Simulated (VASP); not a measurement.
# Au (Im-3m) in VASP: notebook

Runs on Au. Level: LDA. Tasks: single point, relaxation of cell and atoms.

Program: VASP 6.6.1. These are calculated values, not measurements. Logs are shortened: lines on timing, memory, paths and dates and some standing lists are left out, and cuts for length are marked.

**1. The cell of the first run**

The structure is cubic, space group Im-3m (No. 229). Conventional cell: a = 3.118 Å, b = 3.118 Å, c = 3.118 Å, α = 90.00°, β = 90.00°, γ = 90.00°. Au (site symmetry m-3m) has 14 Au at 2.70 to 3.12 Å within 3.6 Å.

**2. Single point, LDA**

File INCAR:

```
PREC     = Accurate       # precision mode
ENCUT    = 520            # plane-wave cutoff, eV
EDIFF    = 1E-7           # SCF threshold, eV
ISMEAR   = -1             # smearing method
SIGMA    = 0.1            # smearing width, eV
LREAL    = False          # projectors in reciprocal space
LASPH    = True           # aspherical terms in the spheres
NELM     = 60             # most SCF steps
ALGO     = Normal         # electronic algorithm
ISIF     = 2              # what is computed and relaxed
LWAVE    = False          # write WAVECAR
LCHARG   = True           # write CHGCAR
LELF     = True           # ELF
LVHAR    = True         
NBANDS   = 12             # bands
```

File KPOINTS:

```
Automatic mesh
0
Gamma
  17 17 17
```

File POSCAR:

```
Au
1.0
   -1.5590516041      1.5590516041      1.5590516041
    1.5590516041     -1.5590516041      1.5590516041
    1.5590516041      1.5590516041     -1.5590516041
Au
1
Direct
    0.0000000000      0.0000000000      0.0000000000
```

Potentials or basis: VASP PAW LDA potentials, release 64 (Au).

The run is started by

```
$ cat potpaw_LDA.64/Au/POTCAR > POTCAR
$ mpirun -np 1 vasp_std > vasp.out
```

OUTCAR:

```text
PREC = Accurate
   ENCUT = 520
   EDIFF = 1E-7
   ISMEAR = -1
   LREAL = False
   LASPH = True
   NELM = 60
   ISIF = 2

 ion  position               nearest neighbor table
   1  0.000  0.000  0.000-

  LATTYP: Found a body centered cubic cell.
 ALAT       =     3.1181032082

  Lattice vectors:

 A1 = (  -1.5590516041,   1.5590516041,   1.5590516041)
 A2 = (   1.5590516041,  -1.5590516041,   1.5590516041)
 A3 = (   1.5590516041,   1.5590516041,  -1.5590516041)

Analysis of symmetry for initial positions (statically):
=====================================================================
 Subroutine PRICEL returns:
 Original cell was already a primitive cell.

 Routine SETGRP: Setting up the symmetry group for a
 body centered cubic supercell.

 Subroutine GETGRP returns: Found 48 space group operations
 (whereof 48 operations were pure point group operations)
 out of a pool of 48 trial point group operations.

The static configuration has the point symmetry O_h .

Analysis of symmetry for dynamics (positions and initial velocities):
=====================================================================
 Subroutine PRICEL returns:
 Original cell was already a primitive cell.

 Routine SETGRP: Setting up the symmetry group for a
 body centered cubic supercell.

 Subroutine GETGRP returns: Found 48 space group operations
 (whereof 48 operations were pure point group operations)
 out of a pool of 48 trial point group operations.

The dynamic configuration has the point symmetry O_h .

 Subroutine INISYM returns: Found 48 space group operations
 (whereof 48 operations are pure point group operations),
 and found     1 'primitive' translations

----------------------------------------------------------------------------------------

                                     Primitive cell

  volume of cell :      15.1580

  direct lattice vectors                    reciprocal lattice vectors
    -1.559051604  1.559051604  1.559051604     0.000000000  0.320707794  0.320707794
     1.559051604 -1.559051604  1.559051604     0.320707794  0.000000000  0.320707794
     1.559051604  1.559051604 -1.559051604     0.320707794  0.320707794  0.000000000

  length of vectors
     2.700356590  2.700356590  2.700356590     0.453549311  0.453549311  0.453549311

  position of ions in fractional coordinates (direct lattice)
     0.000000000  0.000000000  0.000000000

  ion indices of the primitive-cell ions
[... 80 lines left out ...]
   ISIF   =      2    stress and relaxation
   ISYM   =      2    0-nonsym 1-usesym 2-fastsym
   POTIM  = 0.5000    time-step for ionic-motion
   TEBEG  =    0.0;   TEEND  =   0.0 temperature during run
   PSTRESS=    0.0 pullay stress
   NELECT =      11.0000    total number of electrons
   NUPDOWN=      -1.0000    fix difference up-down
   EMIN   =  10.00;   EMAX   =-10.00  energy-range for DOS
   EFERMI =   0.00;   METHOD = LEGACY
   ISMEAR =    -1;   SIGMA  =   0.10  broadening in eV -4-tet -1-fermi 0-gaus
   EFERMI_NEDOS =   21; number of points for ismear=-14 and -15
   IALGO  =     38    algorithm
   IMIX   =      4    mixing-type and parameters
     AMIX     =   0.40;   BMIX     =  1.00
     AMIX_MAG =   1.60;   BMIX_MAG =  1.00
  volume/ion in A,a.u.               =      15.16       102.29
  Fermi-wavevector in a.u.,A,eV,Ry     =   1.471155  2.780081 29.447068  2.164298
  Thomas-Fermi vector in A             =   2.586325
   LORBIT       =      0    0 simple, 1 ext, 2 COOP (PROOUT), +10 PAW based schemes
   GGA     = CA    functional components
   LHFCALC =     F    Hartree Fock is set to
   AEXX    =    0.0000 exact exchange contribution
   IVDW    =     0    specifies the selected vdW correction
   LEPSILON=     F    determine dielectric tensor
   LRPA    =     F    only Hartree local field effects (RPA)
 non-spin polarized calculation
  energy-cutoff  :      520.00
  volume of cell :       15.16
 maximum number of plane-waves:       420
   NGX =  9   NGY =  9   NGZ =  9

 number of electron      10.9999999 magnetization

 Free energy of the ion-electron system (eV)
  ---------------------------------------------------
  ext. energy  EPLUGINS =         0.00000000
  ---------------------------------------------------
  free energy    TOTEN  =        -4.32383870 eV

  energy without entropy =       -4.31346920  energy(sigma->0) =       -4.31865395

 E-fermi :  11.3545     XC(G=0): -13.6733

 val. band max:       11.3430828381   @ k =  -0.4118   0.4118   0.1765
 cond. band min:      11.3965639465   @ k =   0.2353   0.2353   0.0000
 fundamental gap:      0.0534811084
 Fermi energy:        11.3544954274

 k-point     1 :       0.0000    0.0000    0.0000
  band No.  band energies     occupation
      1       0.1928      2.00000
      2       5.7982      2.00000
      3       5.7982      2.00000
      4       5.7982      2.00000
      5       8.1650      2.00000
      6       8.1650      2.00000
      7      27.8079      0.00000
      8      27.8079      0.00000
      9      27.8079      0.00000
     10      37.7943      0.00000
     11      37.7948      0.00000
     12      37.8664      0.00000
[... 331 lines left out ...]
 k-point    24 :       0.1765    0.1765    0.0000
  band No.  band energies     occupation
      1       3.1372      2.00000
      2       5.2181      2.00000
      3       5.3040      2.00000
      4       7.6012      2.00000
      5       8.4014      2.00000
      6       8.9532      2.00000
      7      23.3203      0.00000
      8      25.0681      0.00000
      9      28.0452      0.00000
     10      30.5577      0.00000
     11      35.0755      0.00000
     12      37.4061      0.00000

 [... further k-points ...]

------------------------ aborting loop because EDIFF is reached ----------------------------------------

  FORCE on cell =-STRESS in cart. coord.  units (eV):
  Direction    XX          YY          ZZ          XY          YZ          ZX
  --------------------------------------------------------------------------------------
  -------------------------------------------------------------------------------------
  Total        2.2426956      2.2426956      2.2426956     -0.0000000     -0.0000000      0.0000000
  in kB      237.0497249    237.0497249    237.0497249     -0.0000000     -0.0000000      0.0000000
  external PRESSURE =     237.0497249 kB  Pullay stress =       0.0000000 kB

 VOLUME and BASIS-vectors are now :
 -----------------------------------------------------------------------------
  energy-cutoff  :      520.00
  volume of cell :       15.16
      direct lattice vectors                 reciprocal lattice vectors
    -1.559051604  1.559051604  1.559051604     0.000000000  0.320707794  0.320707794
     1.559051604 -1.559051604  1.559051604     0.320707794  0.000000000  0.320707794
     1.559051604  1.559051604 -1.559051604     0.320707794  0.320707794  0.000000000

 POSITION                                       TOTAL-FORCE (eV/Angst)
 -----------------------------------------------------------------------------------
      0.00000      0.00000      0.00000         0.000000     -0.000000      0.000000
 -----------------------------------------------------------------------------------
    total drift:                                0.000000     -0.000000      0.000000

  FREE ENERGIE OF THE ION-ELECTRON SYSTEM (eV)
  ---------------------------------------------------
  free  energy   TOTEN  =        -4.3238387006 eV

  energy  without entropy=       -4.3134692019  energy(sigma->0) =       -4.31865395
```

stdout:

```text
POSCAR found type information on POSCAR Au
 POSCAR found :  1 types and       1 ions
 scaLAPACK will be used
 LDA part: xc-table for (Slater(with rela. corr.)+CA(PZ))
 , standard interpolation
 POSCAR, INCAR and KPOINTS ok, starting setup
 FFT: planning ... GRIDC
 FFT: planning ... GRID_SOFT
 FFT: planning ... GRID
 WAVECAR not read
 entering main loop
```

Wall time 14 s (1 thread of Intel Xeon Platinum 8488C (Sapphire Rapids), shared host); peak memory 0.14 GiB.

What came out:

| Item | Value |
| --- | --- |
| Free energy | -4.3238 eV |
| Pressure | 23.7 GPa |

Levels at points of the mesh, in eV from the Fermi level:
| k point | band 4 | band 5 | band 6 | band 7 | band 8 | band 9 |
| --- | --- | --- | --- | --- | --- | --- |
| (0.00, 0.00, 0.00) | -5.56 | -3.19 | -3.19 | 16.45 | 16.45 | 16.45 |

Caveat: spin-orbit coupling is left out, which moves the levels of the heavy elements.

**3. Relaxation of cell and atoms, LDA, target pressure 23 GPa, at which the enthalpy is minimised**

File INCAR:

```
  ALGO = Normal
  EDIFF = 1E-7
  EDIFFG = -0.005
  ENCUT = 600
  GGA = CA
  IBRION = 2
  ISIF = 3
  ISMEAR = -1
  LASPH = T
  LCHARG = F
  LREAL = F
  LWAVE = F
  NELM = 80
  NSW = 60
  PREC = Accurate
  PSTRESS = 230.0
  SIGMA = 0.1
```

File KPOINTS:

```
k-points
0
Gamma
  17 17 17
```

File POSCAR:

```
Au
1.0
   -1.5581113371      1.5581113371      1.5581113371
    1.5581113371     -1.5581113371      1.5581113371
    1.5581113371      1.5581113371     -1.5581113371
Au
1
Direct
    0.0000000000      0.0000000000      0.0000000000
```

Potentials or basis: VASP PAW LDA potentials, release 64 (Au).

The run is started by

```
$ cat potpaw_LDA.64/Au/POTCAR > POTCAR
$ mpirun -np 1 vasp_std > vasp.out
```

Run time: 26 s. Hardware: 1 thread of Intel Xeon Platinum 8488C (Sapphire Rapids), shared host; peak memory 0.15 GiB.

The run converged. Its results:

* Free energy: -4.3297 eV
* Relaxed volume: 15.20 Å³/atom
* Relaxed cell: a = 2.703 Å, b = 2.703 Å, c = 2.703 Å, α = 109.47°, β = 109.47°, γ = 109.47°
* Space group after relaxing (to 0.05 Å): Im-3m (No. 229)
* Energy change on relaxing (the enthalpy is what falls): -9.9 meV/atom
* Ionic steps: 3
* Pressure after relaxing: 23.0 GPa

Step by step:
```
step  energy change (eV)  largest force (eV/Å)  pressure (GPa)  volume (Å³)
   1              0.0000                0.0000           24.39        15.13
   2             -0.0388                0.0000           18.59        15.42
   3             -0.0099                0.0000           22.99        15.20
```

Final structure:
```yaml
crystal:
  lattice:
    - [-1.56042, 1.56042, 1.56042]
    - [1.56042, -1.56042, 1.56042]
    - [1.56042, 1.56042, -1.56042]
  atoms:
    - { symbol: Au, position: [0.00000, 0.00000, 0.00000] }
```

Levels at points of the mesh, in eV from the Fermi level:
```tsv
k point	band 2	band 3	band 4	band 5	band 6	band 7	band 8	band 9
(0.00, 0.00, 0.00)	-5.54	-5.54	-5.54	-3.18	-3.18	16.46	16.46	16.46
```

Caveat: the cell is relaxed towards a set pressure, so the enthalpy falls and the energy may rise; spin-orbit coupling is left out, which moves the levels of the heavy elements.

**4. Relaxation of cell and atoms, LDA, target pressure 23 GPa, at which the enthalpy is minimised**

File INCAR:

```
SYSTEM = Au
PREC     = Accurate       ! precision mode
ENCUT    = 600            ! plane-wave cutoff, eV
EDIFF    = 1E-6           ! SCF threshold, eV
ISMEAR   = -1             ! smearing method
SIGMA    = 0.1            ! smearing width, eV
LREAL    = .FALSE.        ! projectors in reciprocal space
LASPH    = .TRUE.         ! aspherical terms in the spheres
NELM     = 100            ! most SCF steps
ALGO     = Normal         ! electronic algorithm
ISIF     = 3              ! what is computed and relaxed
LWAVE    = .FALSE.        ! write WAVECAR
LCHARG   = .FALSE.        ! write CHGCAR
GGA      = CA             ! functional
IBRION   = 2              ! ionic algorithm
NSW      = 32             ! ionic steps
EDIFFG   = -0.005         ! ionic threshold
PSTRESS  = 230.0
```

File KPOINTS:

```
Automatic mesh
0
G
  17 17 17
  0 0 0
```

File POSCAR:

```
Au
1.0
   -1.5590516041      1.5590516041      1.5590516041
    1.5590516041     -1.5590516041      1.5590516041
    1.5590516041      1.5590516041     -1.5590516041
Au
1
Direct
    0.0000000000      0.0000000000      0.0000000000
```

The run is started by

```
$ cat potpaw_LDA.64/Au/POTCAR > POTCAR
$ mpirun -np 1 vasp_std > vasp.out
```

It took 24 s on 1 thread of Intel Xeon Platinum 8488C (Sapphire Rapids), shared host; peak memory 0.15 GiB.

The run converged. Its results:

```yaml
Free_energy: -4.3296 eV
Relaxed_volume: 15.20 Å³/atom
Relaxed_cell: a = 2.703 Å, b = 2.703 Å, c = 2.703 Å, α = 109.47°, β = 109.47°, γ = 109.47°
Space_group_after_relaxing_to_0.05_Å: Im-3m (No. 229)
Energy_change_on_relaxing_the_enthalpy_is_what_falls: -5.7 meV/atom
Ionic_steps: 3
Pressure_after_relaxing: 23.0 GPa
```

Step by step:
```csv
step,energy change (eV),largest force (eV/Å),pressure (GPa),volume (Å³)
1,0.0000,0.0000,23.82,15.16
2,-0.0235,0.0000,20.40,15.33
3,-0.0057,0.0000,22.98,15.20
```

Final structure:
```yaml
crystal:
  lattice:
    - [-1.56039, 1.56039, 1.56039]
    - [1.56039, -1.56039, 1.56039]
    - [1.56039, 1.56039, -1.56039]
  atoms:
    - { symbol: Au, position: [0.00000, 0.00000, 0.00000] }
```

Levels at points of the mesh, in eV from the Fermi level:
| k point | band 4 | band 5 | band 6 | band 7 | band 8 | band 9 |
| --- | --- | --- | --- | --- | --- | --- |
| (0.00, 0.00, 0.00) | -5.54 | -3.18 | -3.18 | 16.46 | 16.46 | 16.46 |

Caveat: the cell is relaxed towards a set pressure, so the enthalpy falls and the energy may rise; spin-orbit coupling is left out, which moves the levels of the heavy elements.

**5. Summary**

```csv
task,cell,cutoff (eV),gap on the mesh (eV),pressure (GPa)
single point,"a = 2.700 Å, angles 109.5°, 1 atom",520,none,23.7
relaxation of cell and atoms,"relaxed to 23 GPa from a = 2.699 Å, angles 109.5°, 1 atom",600,none,23.0
relaxation of cell and atoms,"relaxed to 23 GPa from a = 2.700 Å, angles 109.5°, 1 atom",600,none,23.0
```

Alike in all rows: level LDA; potentials or basis VASP PAW LDA potentials, release 64 (Au); no spin polarisation; k mesh 17 × 17 × 17; smearing fermi-dirac 0.1 eV.

Caveats: spin-orbit coupling is left out, which moves the levels of the heavy elements; the cell is relaxed towards a set pressure, so the enthalpy falls and the energy may rise (some runs).

Absolute energies hang on the potentials; compare differences alone.
